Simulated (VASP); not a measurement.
# CuO (P4/nmm) in VASP: notebook, part 3 of 3

VASP 6.6.1. Earlier steps stand in the parts before.

## 6. Single point, PBE+U

The input, INCAR:

```
SYSTEM = CuO
ALGO = Normal
EDIFF = 1E-7
ENCUT = 520
GGA = PE
ISIF = 2
ISMEAR = -1
LASPH = .True.
LCHARG = .True.
LDAU = .True.
LDAUJ = 0 0
LDAUL = 2 -1
LDAUPRINT = 1
LDAUTYPE = 2
LDAUU = 8 0
LELF = .True.
LMAXMIX = 4
LREAL = .False.
LVHAR = .True.
LWAVE = .False.
NBANDS = 25
NELM = 150
PREC = Accurate
SIGMA = 0.05
```

The input, KPOINTS:

```
k-points
0
Gamma
  8 8 6
  0 0 0
```

The input, POSCAR:

```
CuO
1.0
    3.1754955000      0.0000000000      0.0000000000
    0.0000000000      3.1754955000      0.0000000000
    0.0000000000      0.0000000000      4.6495318700
Cu O
2 2
Direct
    0.0000000000      0.0000000000      0.0000000000
    0.5000000000      0.5000000000      0.0000000000
    0.5000000000      0.0000000000      0.2670000000
    0.0000000000      0.5000000000      0.7330000000
```

Potentials or basis: VASP PAW PBE potentials, release 64 (Cu, O).

Started as:

```bash
cat potpaw_PBE.64/Cu/POTCAR potpaw_PBE.64/O/POTCAR > POTCAR
mpirun -np 1 vasp_std > vasp.out
```

OUTCAR:

```text
SYSTEM = CuO
   EDIFF = 1E-7
   ENCUT = 520
   GGA = PE
   ISIF = 2
   ISMEAR = -1
   LASPH = .True.
   LREAL = .False.
   NELM = 150
   PREC = Accurate

 ion  position               nearest neighbor table
   1  0.000  0.000  0.000-   3 2.02   4 2.02   4 2.02   3 2.02   2 2.25   2 2.25   2 2.25   2 2.25

   2  0.500  0.500  0.000-   3 2.02   4 2.02   3 2.02   4 2.02   1 2.25   1 2.25   1 2.25   1 2.25

   3  0.500  0.000  0.267-   1 2.02   2 2.02   2 2.02   1 2.02
   4  0.000  0.500  0.733-   1 2.02   2 2.02   1 2.02   2 2.02

  LATTYP: Found a simple tetragonal cell.
[... 944 lines left out ...]
  --------------------------------------------------------------------------------------
  -------------------------------------------------------------------------------------
  Total        5.4130030      5.4130030     -3.5565224      0.0000000      0.0000000      0.0000000
  in kB      184.9765245    184.9765245   -121.5357091      0.0000000      0.0000000      0.0000000
  external PRESSURE =      82.8057799 kB  Pullay stress =       0.0000000 kB

 VOLUME and BASIS-vectors are now :
 -----------------------------------------------------------------------------
  energy-cutoff  :      520.00
  volume of cell :       46.88
      direct lattice vectors                 reciprocal lattice vectors
     3.175495500  0.000000000  0.000000000     0.314911484  0.000000000  0.000000000
     0.000000000  3.175495500  0.000000000     0.000000000  0.314911484  0.000000000
     0.000000000  0.000000000  4.649531870     0.000000000  0.000000000  0.215075416

 POSITION                                       TOTAL-FORCE (eV/Angst)
 -----------------------------------------------------------------------------------
      0.00000      0.00000      0.00000         0.000000     -0.000000     -0.000000
      1.58775      1.58775      0.00000         0.000000      0.000000     -0.000000
      1.58775      0.00000      1.24143        -0.000000     -0.000000     -1.270497
      0.00000      1.58775      3.40811         0.000000      0.000000      1.270497
 -----------------------------------------------------------------------------------
    total drift:                                0.000000     -0.000000     -0.000000

  FREE ENERGIE OF THE ION-ELECTRON SYSTEM (eV)
  ---------------------------------------------------
  free  energy   TOTEN  =       -11.3644339136 eV

  energy  without entropy=      -11.3229847376  energy(sigma->0) =      -11.34370933
```

OSZICAR:

```text
N       E                     dE             d eps       ncg     rms          rms(c)
DAV:   1     0.315962914068E+03    0.31596E+03   -0.16893E+04  3144   0.216E+03
DAV:   2     0.288905335955E+02   -0.28707E+03   -0.26760E+03  3075   0.408E+02
DAV:   3    -0.122724442604E+02   -0.41163E+02   -0.39321E+02  3404   0.167E+02
DAV:   4    -0.138240400226E+02   -0.15516E+01   -0.15259E+01  3613   0.345E+01
DAV:   5    -0.138556752768E+02   -0.31635E-01   -0.31622E-01  3548   0.500E+00    0.125E+01
DAV:   6    -0.141786033040E+02   -0.32293E+00   -0.21728E+01  4477   0.165E+02    0.109E+01
DAV:   7    -0.113413117724E+02    0.28373E+01   -0.66912E+00  4013   0.794E+01    0.257E+00
DAV:   8    -0.113598296169E+02   -0.18518E-01   -0.69566E-01  4247   0.936E+00    0.141E+00
DAV:   9    -0.113655314023E+02   -0.57018E-02   -0.90291E-02  4609   0.639E+00    0.418E-01
DAV:  10    -0.113640423909E+02    0.14890E-02   -0.80514E-03  4791   0.274E+00    0.114E-01
DAV:  11    -0.113644082652E+02   -0.36587E-03   -0.36472E-03  4568   0.762E-01    0.695E-02
DAV:  12    -0.113644393940E+02   -0.31129E-04   -0.16171E-04  4126   0.230E-01    0.346E-02
DAV:  13    -0.113644326010E+02    0.67930E-05   -0.58655E-05  4608   0.222E-01    0.757E-03
DAV:  14    -0.113644342103E+02   -0.16094E-05   -0.11652E-05  4492   0.578E-02    0.573E-03
DAV:  15    -0.113644338479E+02    0.36242E-06   -0.14962E-06  4339   0.452E-02    0.136E-03
DAV:  16    -0.113644339136E+02   -0.65684E-07   -0.50812E-07  3784   0.104E-02
   1 F= -.11364434E+02 E0= -.11343709E+02  d E =-.414492E-01
```

stdout:

```text
POSCAR found type information on POSCAR CuO
 POSCAR found :  2 types and       4 ions
 scaLAPACK will be used
 LDA part: xc-table for (Slater+PW92), standard interpolation
 POSCAR, INCAR and KPOINTS ok, starting setup
 FFT: planning ... GRIDC
 FFT: planning ... GRID_SOFT
 FFT: planning ... GRID
 WAVECAR not read
 entering main loop
```

Run time: 34 s. Hardware: 1 thread of Intel Xeon Platinum 8488C (Sapphire Rapids), shared host; peak memory 0.19 GiB.

What came out:

```
Free energy            : -11.3644 eV
Pressure               : 8.3 GPa
Largest force          : 1.270 eV/Å
Band gap on the k mesh : zero (band 17 reaches 2.65 eV, above the bottom of band 18 at 1.04 eV)
```

Forces on the atoms (eV/Å):
```
Cu   0.000  0.000  0.000
Cu   0.000  0.000  0.000
O    0.000  0.000 -1.270
O    0.000  0.000  1.270
```

Stress tensor (GPa, compression positive):
```
 18.50   0.00   0.00
  0.00  18.50   0.00
  0.00   0.00 -12.15
```

Eigenvalues of the final occupation matrices:
| site | spin | trace | eigenvalues |
| --- | --- | --- | --- |
| site 1 d | 1 | 4.75 | 0.92 0.92 0.97 0.97 0.97 |
| site 1 d | 2 | 4.75 | 0.92 0.92 0.97 0.97 0.97 |
| site 2 d | 1 | 4.75 | 0.92 0.92 0.97 0.97 0.97 |
| site 2 d | 2 | 4.75 | 0.92 0.92 0.97 0.97 0.97 |

Caveat: U without spin polarisation on a metal has little footing; forces of over 1 eV/Å act on the atoms, so gaps and moduli don't describe the material at rest.

## 7. The runs side by side

| U | gap on the mesh (eV) | pressure (GPa) | largest force (eV/Å) |
| --- | --- | --- | --- |
| Cu d U = 3.0 eV | none | 14.0 | 1.01 |
| Cu d U = 4.0 eV | none | 12.9 | 1.07 |
| Cu d U = 5.0 eV | none | 11.6 | 1.12 |
| Cu d U = 6.0 eV | none | 10.4 | 1.17 |
| Cu d U = 8.0 eV | none | 8.3 | 1.27 |

Alike in all rows: task single point; level PBE+U; potentials or basis VASP PAW PBE potentials, release 64 (Cu, O); no spin polarisation; cell as given; k mesh 8 × 8 × 6; cutoff (eV) 520; smearing fermi-dirac 0.05 eV.

Every run on the cell as given and a fine mesh finds a metal.

Caveats: U without spin polarisation on a metal has little footing; forces of over 1 eV/Å act on the atoms, so gaps and moduli don't describe the material at rest.

Total energies depend on the potentials used, so only differences within one code and one set of settings carry meaning.
